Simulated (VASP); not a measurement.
Set up this calculation in VASP 6.6.1, as the native input.

```yaml
Task: single point
Functional: LDA
Potentials_or_basis: VASP PAW LDA potentials, release 64 (Al, N)
Cutoff: 520 eV
k_mesh: 9 × 9 × 6
Occupations: gaussian, width 0.05 eV
Spin: no spin polarisation
Dipole_correction: no
Further_INCAR_settings: ALGO = Normal; EDIFF = 1e-07; NBANDS = 16
```

The structure of AlN lies in POSCAR:

```
AlN
1.0
    3.0887424016      0.0000000000      0.0000000000
   -1.5443712008      2.6749293856      0.0000000000
    0.0000000000      0.0000000000      4.9437688231
Al N
2 2
Direct
    0.3189810764      0.6602365904      0.0015212672
    0.6810189236      0.3397634096      0.5015212672
    0.3461403150      0.6724044311      0.3834787328
    0.6538596850      0.3275955689      0.8834787328
```

This cell differs from its parent crystal: mode 4 frozen in at -0.034 Å and mode 5 at -0.017 Å (largest displacements).

The input as run:

INCAR

```
PREC     = Accurate       # precision mode
ENCUT    = 520            # plane-wave cutoff, eV
EDIFF    = 1E-7           # SCF threshold, eV
ISMEAR   = 0              # smearing method
SIGMA    = 0.05           # smearing width, eV
LREAL    = False          # projectors in reciprocal space
LASPH    = True           # aspherical terms in the spheres
NELM     = 80             # most SCF steps
ALGO     = Normal         # electronic algorithm
ISIF     = 2              # what is computed and relaxed
LWAVE    = False          # write WAVECAR
LCHARG   = False          # write CHGCAR
GGA      = CA             # functional
NBANDS   = 16             # bands
```

KPOINTS

```
Automatic mesh
0
Gamma
  9 9 6
```

Potentials or basis: VASP PAW LDA potentials, release 64 (Al, N).

Launch:

```bash
$ cat potpaw_LDA.64/Al/POTCAR potpaw_LDA.64/N/POTCAR > POTCAR
$ mpirun -np 1 vasp_std > vasp.out
```

Results of the run:

| Property | Result |
| --- | --- |
| Pressure | 0.6 GPa |
| Largest force | 0.227 eV/Å |
| Band gap on the k mesh | 4.40 eV, direct |

Caveat: the cell differs from its parent crystal (mode 4 frozen in at -0.034 Å and mode 5 at -0.017 Å (largest displacements)).

It took 56 s on 1 thread of Intel(R) Xeon(R) Platinum 8375C CPU @ 2.90GHz (Ice Lake), on a shared host, peak memory 0.2 GiB.
